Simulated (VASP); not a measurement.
Wanted: the native input for a VASP 6.6.1 run.

- Task: single point
- Functional: r2SCAN
- Potentials or basis: VASP PAW PBE potentials, release 64 (Li_sv, Ti_sv, Ga_d)
- Cutoff: 520 eV
- k mesh: 2 × 2 × 2, shifted
- Occupations: gaussian, width 0.1 eV
- Spin: no spin polarisation
- Dipole correction: no
- Further INCAR settings: LREAL = Auto; ALGO = Normal; EDIFF = 1e-07; NBANDS = 106; ISYM = 0

Crystal: Li7Ti9Ga4.

```
Li Ti Ga
1.0
    -5.48131    4.43210   -1.65030
    -5.40630   -1.61337    4.31786
     2.01776    4.43908    4.39984
Li Ti Ga
7 9 4
Cartesian
  -5.2957 1.2650 1.4505
  -3.9823 3.0869 -0.0564
  -7.0923 3.0509 2.6671
  -5.2387 4.6140 1.3772
  -5.2421 1.2644 4.2527
  0.3633 2.6112 2.9240
  -8.9648 4.2206 3.8820
  -3.9216 3.0300 8.4644
  -1.9416 1.4445 1.5664
  -3.4965 2.8314 2.9205
  -1.3737 4.3830 1.4745
  -5.2122 4.5150 4.2325
  -1.4625 4.2100 4.3299
  -7.2660 5.9104 5.5504
  -5.0363 7.2361 4.2039
  -5.5603 4.6393 7.2259
  -3.6471 -0.2327 2.8127
  -1.6534 1.4688 4.4486
  -3.2045 5.7516 2.8135
  -3.7555 2.8813 5.7462
```

These files were run (other wordings do the same):

POSCAR

```
Li7Ti9Ga4
1.0
   -5.4813118607      4.4321040216     -1.6502965373
   -5.4063030147     -1.6133700620      4.3178569095
    2.0177610929      4.4390778024      4.3998395362
Li Ti Ga
7 9 4
Direct
    0.4658579809      0.5090259564      0.0048582600
    0.6395441322      0.1265760939      0.1028556044
    0.7140964898      0.6690242314      0.2174638194
    0.8036824351      0.2806915894      0.3390071829
    0.2810423782      0.7939681980      0.2928050319
    0.0455012481      0.1032506518      0.5803206336
    0.9064803929      0.8749045904      0.3636993953
    0.0803651318      1.0050393903      0.9676172528
    0.2031039709      0.2302036420      0.2062798294
    0.3825511691      0.4100067115      0.4049034970
    0.4590827503     -0.0161147421      0.5231424001
    0.6077342970      0.5797105488      0.6210141404
    0.2650651291      0.2972804143      0.7917866111
    0.8310294986      0.7967598644      0.7912937123
    0.8696781914      0.3865775909      0.9022856129
    0.4559561645      0.9097659229      0.9205215745
    0.0927445009      0.6090678670      0.0763364939
   -0.0034747149      0.5022576406      0.5168834659
    0.6601393474      0.1862770476      0.7042637051
    0.2267982493      0.7201258380      0.6843725205
```

INCAR.step1

```
SYSTEM = Li7Ti9Ga4
PREC = Accurate
ENCUT = 520
ISMEAR = 0
SIGMA = 0.1
LREAL = Auto
LASPH = .True.
NELM = 100
NBANDS = 106
ISYM = 0
GGA = PE
ALGO = Normal
EDIFF = 1E-4
LWAVE = .True.
LCHARG = .False.
```

INCAR.step2

```
SYSTEM = Li7Ti9Ga4
PREC = Accurate
ENCUT = 520
EDIFF = 1E-7
ISMEAR = 0
SIGMA = 0.1
LREAL = Auto
LASPH = .True.
NELM = 100
ALGO = Normal
ISIF = 2
LWAVE = .False.
LCHARG = .False.
METAGGA = R2SCAN
LMIXTAU = .True.
NBANDS = 106
ISYM = 0
ISTART = 1
```

KPOINTS

```
Automatic mesh
0
Gamma
  2 2 2
  0.5 0.5 0.5
```

Potentials or basis: VASP PAW PBE potentials, release 64 (Li_sv, Ti_sv, Ga_d).

The run is started by

```console
$ cat potpaw_PBE.64/Li_sv/POTCAR potpaw_PBE.64/Ti_sv/POTCAR potpaw_PBE.64/Ga_d/POTCAR > POTCAR
$ cp INCAR.step1 INCAR
$ mpirun -np 1 vasp_std > vasp.out
$ cp INCAR.step2 INCAR
$ mpirun -np 1 vasp_std > vasp.out
```

It gave:

The largest force is 0.084 eV/Å and the band gap on the k mesh is zero (an odd number of electrons rules out a gap without spin polarisation).

Caveat: the k points lie up to 0.48 Å⁻¹ apart, too coarse for converged energies and pressures of a metal; the PAW data sets were made with another functional, which shifts forces and pressure a little.

Wall time 11 min on 1 thread of Intel(R) Xeon(R) 6975P-C (Granite Rapids) (shared host), peak memory 0.45 GiB.
